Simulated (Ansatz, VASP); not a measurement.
## One calculation of Al3Ni2, two programs

```
CELL_PARAMETERS angstrom
3.70290 0.00000 0.00000
-1.85145 3.20681 0.00000
0.00000 0.00000 4.85946
ATOMIC_POSITIONS crystal
Al 0.00000 0.00000 0.00000
Al 0.33333 0.66667 0.64778
Al 0.66667 0.33333 0.35222
Ni 0.33333 0.66667 0.14557
Ni 0.66667 0.33333 0.85443
```

Change from the starting cell: strain -0.0750 x Voigt [1, 1, 0, 0, 0, 0], atoms carried along.

Alike in both runs: task single point; functional PBEsol; k mesh 12 × 12 × 10; occupations gaussian, width 0.15 eV; no spin polarisation.

```csv
,VASP,Ansatz
version,VASP 6.6.1,Ansatz 0.2.0
potentials or method,"VASP PAW PBE potentials, release 64 (Al, Ni), cutoff 520 eV","scalar-relativistic, plane waves, PAW"
valence electrons in the cell,29,45
```

```csv
,VASP,Ansatz,Ansatz less VASP
gap on the k mesh at the Fermi level (eV),none,none,-
pressure (GPa),31.6,31.6,0.00
"traceless stress, the component that is largest in VASP (GPa)",-14.41,-14.51,-0.098
rms of the force components (eV/Å),0.203,0.200,-0.0035
```

VASP's potentials were made for PBE, not for PBEsol. Atom by atom the forces differ by 0.005 eV/Å (rms over components). A gap of «none» marks a metal or a gap that the smearing closes. Both programs put the cell under a high pressure, so it lies far from rest at this level. VASP's potentials hold 29 valence electrons a cell and Ansatz's 45, so a difference there can come from the potentials and not from the codes.
